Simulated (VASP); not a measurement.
# Sn (Immm) in VASP: notebook, part 2 of 2

VASP 6.6.1. Earlier steps stand in the parts before.

## Step 3: Single point, PBEsol

Input file INCAR:

```
  ALGO = Normal
  EDIFF = 1E-6
  ENCUT = 520
  GGA = PS
  ISIF = 2
  ISMEAR = -1
  LASPH = True
  LCHARG = True
  LELF = True
  LREAL = False
  LVHAR = True
  LWAVE = False
  NBANDS = 13
  NELM = 60
  PREC = Accurate
  SIGMA = 0.2
```

Input file KPOINTS:

```
k-points
0
Gamma
  11 11 11
```

Input file POSCAR:

```
Sn
1.0
    3.4060750000      0.0000000000      0.0000000000
   -0.1954335462      3.4004635911      0.0000000000
   -1.5549314988     -1.7478085993      2.4756211423
Sn
1
Direct
    0.0000000000      0.0000000000      0.0000000000
```

Potentials or basis: VASP PAW PBE potentials, release 64 (Sn_d).

On the command line:

```sh
cat potpaw_PBE.64/Sn_d/POTCAR > POTCAR
mpirun -np 1 vasp_std > vasp.out
```

OUTCAR:

```text
EDIFF = 1E-6
   ENCUT = 520
   GGA = PS
   ISIF = 2
   ISMEAR = -1
   LASPH = True
   LREAL = False
   NELM = 60
   PREC = Accurate

 ion  position               nearest neighbor table
   1  0.000  0.000  0.000-

  LATTYP: Found a body centered orthorhombic cell.
 ALAT       =     3.4530778087
 B/A-ratio  =     1.0283851104
 C/A-ratio  =     1.3543522733

  Lattice vectors:

 A1 = (   3.4060750000,   0.0000000000,   0.0000000000)
 A2 = (  -0.1954335462,   3.4004635911,   0.0000000000)
 A3 = (  -1.5549314988,  -1.7478085993,   2.4756211423)

Analysis of symmetry for initial positions (statically):
=====================================================================
 Subroutine PRICEL returns:
 Original cell was already a primitive cell.

 Routine SETGRP: Setting up the symmetry group for a
 body centered orthorhombic supercell.

 Subroutine GETGRP returns: Found  8 space group operations
 (whereof  8 operations were pure point group operations)
 out of a pool of  8 trial point group operations.

The static configuration has the point symmetry D_2h.

Analysis of symmetry for dynamics (positions and initial velocities):
=====================================================================
 Subroutine PRICEL returns:
 Original cell was already a primitive cell.

 Routine SETGRP: Setting up the symmetry group for a
 body centered orthorhombic supercell.

 Subroutine GETGRP returns: Found  8 space group operations
 (whereof  8 operations were pure point group operations)
 out of a pool of  8 trial point group operations.

The dynamic configuration has the point symmetry D_2h.

 Subroutine INISYM returns: Found  8 space group operations
 (whereof  8 operations are pure point group operations),
 and found     1 'primitive' translations

----------------------------------------------------------------------------------------

                                     Primitive cell

  volume of cell :      28.6732

  direct lattice vectors                    reciprocal lattice vectors
     3.406075000  0.000000000  0.000000000     0.293593065  0.016873562  0.196317948
    -0.195433546  3.400463591  0.000000000     0.000000000  0.294077549  0.207621134
    -1.554931499 -1.747808599  2.475621142     0.000000000  0.000000000  0.403939029

  length of vectors
     3.406075000  3.406075000  3.406075000     0.353584985  0.359983528  0.403939029

  position of ions in fractional coordinates (direct lattice)
     0.000000000  0.000000000  0.000000000

  ion indices of the primitive-cell ions
   primitive index   ion index
                 1           1

----------------------------------------------------------------------------------------

 KPOINTS: k-points

Automatic generation of k-mesh.
 Grid dimensions read from file:
 generate k-points for:   11   11   11

 Generating k-lattice:

  Cartesian coordinates                     Fractional coordinates (reciprocal lattice)
     0.026690279  0.001533960  0.017847086     0.090909091  0.000000000  0.000000000
     0.000000000  0.026734323  0.018874649     0.000000000  0.090909091  0.000000000
     0.000000000  0.000000000  0.036721730     0.000000000  0.000000000  0.090909091

  Length of vectors
     0.032144090  0.032725775  0.036721730

  Shift w.r.t. Gamma in fractional coordinates (k-lattice)
     0.000000000  0.000000000  0.000000000

 Subroutine IBZKPT returns following result:
 ===========================================

 Found    216 irreducible k-points:

 Following reciprocal coordinates:
            Coordinates               Weight
  0.000000  0.000000  0.000000      1.000000
  0.090909 -0.000000 -0.000000      4.000000
  0.181818  0.000000 -0.000000      4.000000
  0.272727  0.000000  0.000000      4.000000
  0.363636 -0.000000 -0.000000      4.000000
  0.454545  0.000000  0.000000      4.000000
[... 16 lines left out ...]
  0.454545  0.181818 -0.000000      8.000000
 -0.454545  0.181818  0.000000      8.000000
 [... further k-points ...]
   k-points           NKPTS =    216   k-points in BZ     NKDIM =    216   number of bands    NBANDS=     13
   number of dos      NEDOS =    301   number of ions     NIONS =      1
   total plane-waves  NPLWV =  21952
   dimension x,y,z NGX =    28 NGY =   28 NGZ =   28
   dimension x,y,z NGXF=    56 NGYF=   56 NGZF=   56
   ions per type =               1
   NGX,Y,Z   is equivalent  to a cutoff of  13.67, 13.67, 13.67 a.u.
   NGXF,Y,Z  is equivalent  to a cutoff of  27.33, 27.33, 27.33 a.u.
 SYSTEM =  unknown system
   PREC   = accura    normal or accurate (medium, high low for compatibility)
   ISTART =      0    job   : 0-new  1-cont  2-samecut
   ICHARG =      2    charge: 1-file 2-atom 10-const
   ISPIN  =      1    spin polarized calculation?
   LNONCOLLINEAR =      F non collinear calculations
   LSORBIT =      F    spin-orbit coupling
   LASPH  =      T    aspherical Exc in radial PAW
   ENCUT  =  520.0 eV  38.22 Ry    6.18 a.u.   6.33  6.33  6.33*2*pi/ulx,y,z
   NELM   =     60;   NELMIN=  2; NELMDL= -5     # of ELM steps
   EDIFF  = 0.1E-05   stopping-criterion for ELM
   LREAL  =      F    real-space projection
   EDIFFG = 0.1E-04   stopping-criterion for IOM
   NSW    =      0    number of steps for IOM
   IBRION =     -1    ionic relax: 0-MD 1-quasi-New 2-CG
   NFREE  =      0    steps in history (QN), initial steepest desc. (CG)
   ISIF   =      2    stress and relaxation
   ISYM   =      2    0-nonsym 1-usesym 2-fastsym
   POTIM  = 0.5000    time-step for ionic-motion
   TEBEG  =    0.0;   TEEND  =   0.0 temperature during run
   PSTRESS=    0.0 pullay stress
   NELECT =      14.0000    total number of electrons
   NUPDOWN=      -1.0000    fix difference up-down
   EMIN   =  10.00;   EMAX   =-10.00  energy-range for DOS
   EFERMI =   0.00;   METHOD = LEGACY
   ISMEAR =    -1;   SIGMA  =   0.20  broadening in eV -4-tet -1-fermi 0-gaus
   EFERMI_NEDOS =   21; number of points for ismear=-14 and -15
   IALGO  =     38    algorithm
   IMIX   =      4    mixing-type and parameters
     AMIX     =   0.40;   BMIX     =  1.00
     AMIX_MAG =   1.60;   BMIX_MAG =  1.00
  volume/ion in A,a.u.               =      28.67       193.50
  Fermi-wavevector in a.u.,A,eV,Ry     =   1.289116  2.436076 22.610435  1.661820
  Thomas-Fermi vector in A             =   2.421028
   LORBIT       =      0    0 simple, 1 ext, 2 COOP (PROOUT), +10 PAW based schemes
   GGA     = PS    functional components
   LHFCALC =     F    Hartree Fock is set to
   AEXX    =    0.0000 exact exchange contribution
   IVDW    =     0    specifies the selected vdW correction
   LEPSILON=     F    determine dielectric tensor
   LRPA    =     F    only Hartree local field effects (RPA)
 non-spin polarized calculation
  energy-cutoff  :      520.00
  volume of cell :       28.67
 maximum number of plane-waves:       788
 NGX is ok and might be reduce to    28
   NGX = 13   NGY = 13   NGZ = 13

 number of electron      13.9999998 magnetization

 Free energy of the ion-electron system (eV)
  ---------------------------------------------------
  ext. energy  EPLUGINS =         0.00000000
  ---------------------------------------------------
  free energy    TOTEN  =        -4.24444633 eV

  energy without entropy =       -4.17258613  energy(sigma->0) =       -4.20851623

 E-fermi :   7.3373     XC(G=0): -10.2535

 val. band max:        7.3372008299   @ k =   0.1818   0.1818   0.1818
 cond. band min:       7.3612036817   @ k =  -0.1818   0.3636   0.0000
 fundamental gap:      0.0240028518
 Fermi energy:         7.3373446476

 k-point     1 :       0.0000    0.0000    0.0000
  band No.  band energies     occupation
      1     -14.0964      2.00000
      2     -14.0822      2.00000
      3     -14.0625      2.00000
      4     -14.0327      2.00000
      5     -13.9969      2.00000
      6      -3.4233      2.00000
      7      14.3652      0.00000
      8      14.5104      0.00000
      9      14.9116      0.00000
     10      17.9752      0.00000
     11      18.4896      0.00000
     12      18.9891      0.00000
     13      19.1566      0.00000
[... 353 lines left out ...]
 k-point    24 :      -0.4545    0.1818    0.0000
  band No.  band energies     occupation
      1     -14.0968      2.00000
      2     -14.0570      2.00000
      3     -14.0296      2.00000
      4     -13.9901      2.00000
      5     -13.9509      2.00000
      6      -0.0444      2.00000
      7       5.0765      1.99998
      8       9.8151      0.00001
      9      11.4972      0.00000
     10      14.7319      0.00000
     11      19.7588      0.00000
     12      20.8056      0.00000
     13      22.1933      0.00000

 [... further k-points ...]
[... 5 lines left out ...]
  --------------------------------------------------------------------------------------
  -------------------------------------------------------------------------------------
  Total       -0.6344142     -0.6316450     -0.6531852      0.0240912      0.0487445     -0.0516263
  in kB      -35.4492414    -35.2945093    -36.4981122      1.3461458      2.7237051     -2.8847315
  external PRESSURE =     -35.7472876 kB  Pullay stress =       0.0000000 kB

 VOLUME and BASIS-vectors are now :
 -----------------------------------------------------------------------------
  energy-cutoff  :      520.00
  volume of cell :       28.67
      direct lattice vectors                 reciprocal lattice vectors
     3.406075000  0.000000000  0.000000000     0.293593065  0.016873562  0.196317948
    -0.195433546  3.400463591  0.000000000     0.000000000  0.294077549  0.207621134
    -1.554931499 -1.747808599  2.475621142     0.000000000  0.000000000  0.403939029

 POSITION                                       TOTAL-FORCE (eV/Angst)
 -----------------------------------------------------------------------------------
      0.00000      0.00000      0.00000        -0.000000      0.000000      0.000000
 -----------------------------------------------------------------------------------
    total drift:                                0.000000      0.000000      0.000000

  FREE ENERGIE OF THE ION-ELECTRON SYSTEM (eV)
  ---------------------------------------------------
  free  energy   TOTEN  =        -4.2444463253 eV

  energy  without entropy=       -4.1725861316  energy(sigma->0) =       -4.20851623
```

stdout:

```text
POSCAR found type information on POSCAR Sn
 POSCAR found :  1 types and       1 ions
 scaLAPACK will be used
 -----------------------------------------------------------------------------
|                                                                             |
|                                                                             |
|     You enforced a specific xc type in the INCAR file but a different       |
|     I HOPE YOU KNOW WHAT YOU ARE DOING!                                     |
|                                                                             |
 -----------------------------------------------------------------------------

 LDA part: xc-table for (Slater+PW92), standard interpolation
 POSCAR, INCAR and KPOINTS ok, starting setup
 FFT: planning ... GRIDC
 FFT: planning ... GRID_SOFT
 FFT: planning ... GRID
 WAVECAR not read
 entering main loop
```

Wall time 28 s (1 thread of AMD EPYC 9R45 (Zen 5), shared host); peak memory 0.18 GiB.

What came out:

```yaml
Free_energy: -4.2444 eV
Pressure: -3.6 GPa
Band_gap_on_the_k_mesh: zero (band 7 reaches 14.37 eV, above the bottom of band 8 at 5.58 eV)
```

Caveat: the PAW data sets were made with another functional, which shifts forces and pressure a little; spin-orbit coupling is left out, which moves the levels of the heavy elements.

## Step 4: Single point, PBEsol

Input file INCAR:

```
ALGO = Normal
EDIFF = 1E-6
ENCUT = 520
GGA = PS
ISIF = 2
ISMEAR = -1
LASPH = T
LCHARG = F
LREAL = F
LWAVE = F
NBANDS = 13
NELM = 100
PREC = Accurate
SIGMA = 0.1
```

KPOINTS is that of step 3.

POSCAR is that of step 3.

Potentials or basis: VASP PAW PBE potentials, release 64 (Sn_d).

On the command line:

```sh
cat potpaw_PBE.64/Sn_d/POTCAR > POTCAR
mpirun -np 1 vasp_std > vasp.out
```

OUTCAR:

```text
EDIFF = 1E-6
   ENCUT = 520
   GGA = PS
   ISIF = 2
   ISMEAR = -1
   LASPH = T
   LREAL = F
   NELM = 100
   PREC = Accurate

 ion  position               nearest neighbor table
   1  0.000  0.000  0.000-

  LATTYP: Found a body centered orthorhombic cell.
 ALAT       =     3.4530778087
 B/A-ratio  =     1.0283851104
 C/A-ratio  =     1.3543522733

  Lattice vectors:

 A1 = (   3.4060750000,   0.0000000000,   0.0000000000)
 A2 = (  -0.1954335462,   3.4004635911,   0.0000000000)
 A3 = (  -1.5549314988,  -1.7478085993,   2.4756211423)

Analysis of symmetry for initial positions (statically):
=====================================================================
 Subroutine PRICEL returns:
 Original cell was already a primitive cell.

 Routine SETGRP: Setting up the symmetry group for a
 body centered orthorhombic supercell.

 Subroutine GETGRP returns: Found  8 space group operations
 (whereof  8 operations were pure point group operations)
 out of a pool of  8 trial point group operations.

The static configuration has the point symmetry D_2h.

Analysis of symmetry for dynamics (positions and initial velocities):
=====================================================================
[... 161 lines left out ...]
 Fermi energy:         7.3367396123

 k-point     1 :       0.0000    0.0000    0.0000
  band No.  band energies     occupation
      1     -14.0955      2.00000
      2     -14.0806      2.00000
      3     -14.0618      2.00000
      4     -14.0323      2.00000
      5     -13.9956      2.00000
      6      -3.4229      2.00000
      7      14.3651      0.00000
      8      14.5114      0.00000
      9      14.9121      0.00000
     10      17.9755      0.00000
     11      18.4901      0.00000
     12      18.9890      0.00000
     13      19.1571      0.00000
[... 354 lines left out ...]
  band No.  band energies     occupation
      1     -14.0957      2.00000
      2     -14.0561      2.00000
      3     -14.0283      2.00000
      4     -13.9893      2.00000
      5     -13.9499      2.00000
      6      -0.0439      2.00000
      7       5.0766      2.00000
      8       9.8157      0.00000
      9      11.4975      0.00000
     10      14.7321      0.00000
     11      19.7592      0.00000
     12      20.8059      0.00000
     13      22.1935      0.00000

 [... further k-points ...]
[... 5 lines left out ...]
  --------------------------------------------------------------------------------------
  -------------------------------------------------------------------------------------
  Total       -0.6456494     -0.6407356     -0.6796222      0.0427495      0.0783582     -0.0829908
  in kB      -36.0770330    -35.8024626    -37.9753341      2.3887201      4.3784287     -4.6372868
  external PRESSURE =     -36.6182766 kB  Pullay stress =       0.0000000 kB

 VOLUME and BASIS-vectors are now :
 -----------------------------------------------------------------------------
  energy-cutoff  :      520.00
  volume of cell :       28.67
      direct lattice vectors                 reciprocal lattice vectors
     3.406075000  0.000000000  0.000000000     0.293593065  0.016873562  0.196317948
    -0.195433546  3.400463591  0.000000000     0.000000000  0.294077549  0.207621134
    -1.554931499 -1.747808599  2.475621142     0.000000000  0.000000000  0.403939029

 POSITION                                       TOTAL-FORCE (eV/Angst)
 -----------------------------------------------------------------------------------
      0.00000      0.00000      0.00000        -0.000000     -0.000000      0.000000
 -----------------------------------------------------------------------------------
    total drift:                                0.000000      0.000000     -0.000000

  FREE ENERGIE OF THE ION-ELECTRON SYSTEM (eV)
  ---------------------------------------------------
  free  energy   TOTEN  =        -4.2185632454 eV

  energy  without entropy=       -4.2026969909  energy(sigma->0) =       -4.21063012
```

OSZICAR:

```text
N       E                     dE             d eps       ncg     rms          rms(c)
DAV:   1     0.794908080256E+02    0.79491E+02   -0.72037E+03  5769   0.157E+03
DAV:   2     0.137161365972E+01   -0.78119E+02   -0.75756E+02  5926   0.333E+02
DAV:   3    -0.411565219547E+01   -0.54873E+01   -0.54637E+01  6681   0.726E+01
DAV:   4    -0.423266172047E+01   -0.11701E+00   -0.11698E+00  6743   0.114E+01
DAV:   5    -0.423670539335E+01   -0.40437E-02   -0.40436E-02  7551   0.205E+00    0.121E+00
DAV:   6    -0.422278146975E+01    0.13924E-01   -0.15560E-02  7240   0.215E+00    0.644E-01
DAV:   7    -0.421879723441E+01    0.39842E-02   -0.85138E-03  7331   0.149E+00    0.107E-01
DAV:   8    -0.421856221350E+01    0.23502E-03   -0.66872E-04  6906   0.443E-01    0.190E-02
DAV:   9    -0.421856280496E+01   -0.59146E-06   -0.11780E-05  7661   0.406E-02    0.114E-02
DAV:  10    -0.421856324536E+01   -0.44040E-06   -0.83849E-07  4788   0.103E-02
   1 F= -.42185632E+01 E0= -.42106301E+01  d E =-.158663E-01
```

Wall time 27 s (1 thread of AMD EPYC 9R45 (Zen 5), shared host); peak memory 0.18 GiB.

Results:

```
Free energy            : -4.2186 eV
Pressure               : -3.7 GPa
Band gap on the k mesh : zero (band 7 reaches 14.37 eV, above the bottom of band 8 at 5.58 eV)
```

Stress tensor (GPa, compression positive):
```
-3.61  0.24 -0.46
 0.24 -3.58  0.44
-0.46  0.44 -3.80
```

Levels at points of the mesh, in eV from the Fermi level:
```csv
k point,band 5,band 6,band 7,band 8,band 9,band 10
"(0.00, 0.00, 0.00)",-21.33,-10.76,7.03,7.17,7.58,10.64
```

Caveat: the PAW data sets were made with another functional, which shifts forces and pressure a little; spin-orbit coupling is left out, which moves the levels of the heavy elements.

## Step 5: Single point, PBEsol

Input file INCAR:

```
PREC = Accurate
ENCUT = 520
EDIFF = 1E-7
ISMEAR = -1
SIGMA = 0.05
LREAL = F
LASPH = T
NELM = 60
ALGO = Normal
ISIF = 2
LWAVE = F
LCHARG = F
GGA = PS
NBANDS = 13
```

Input file KPOINTS:

```
regular mesh
0
Gamma
  11 11 11
```

POSCAR is that of step 4.

On the command line:

```sh
cat potpaw_PBE.64/Sn_d/POTCAR > POTCAR
mpirun -np 1 vasp_std > vasp.out
```

It took 29 s on 1 thread of AMD EPYC 9R45 (Zen 5), shared host; peak memory 0.18 GiB.

The run converged. Its results:

| Property | Result |
| --- | --- |
| Free energy | -4.2129 eV |
| Pressure | -3.7 GPa |
| Band gap on the k mesh | zero (band 7 reaches 14.37 eV, above the bottom of band 8 at 5.58 eV) |

Stress tensor (GPa, compression positive):
```
-3.61  0.28 -0.59
 0.28 -3.58  0.56
-0.59  0.56 -3.83
```

Levels at points of the mesh, in eV from the Fermi level:
```
           k point  band 5  band 6  band 7  band 8  band 9  band 10
(0.00, 0.00, 0.00)  -21.34  -10.77    7.02    7.16    7.56    10.63
```

Caveat: the PAW data sets were made with another functional, which shifts forces and pressure a little; spin-orbit coupling is left out, which moves the levels of the heavy elements.

## Step 6: Overview

| smearing | gap on the mesh (eV) | pressure (GPa) |
| --- | --- | --- |
| fermi-dirac 0.3 eV | none | -3.4 |
| fermi-dirac 0.2 eV | none | -3.6 |
| fermi-dirac 0.1 eV | none | -3.7 |
| fermi-dirac 0.05 eV | none | -3.7 |

Alike in all rows: task single point; level PBEsol; potentials or basis VASP PAW PBE potentials, release 64 (Sn_d); no spin polarisation; cell as given; k mesh 11 × 11 × 11; cutoff (eV) 520.

Every run on the cell as given and a fine mesh finds a metal.

Caveats: the PAW data sets were made with another functional, which shifts forces and pressure a little; spin-orbit coupling is left out, which moves the levels of the heavy elements.

Absolute energies hang on the potentials; compare differences alone.
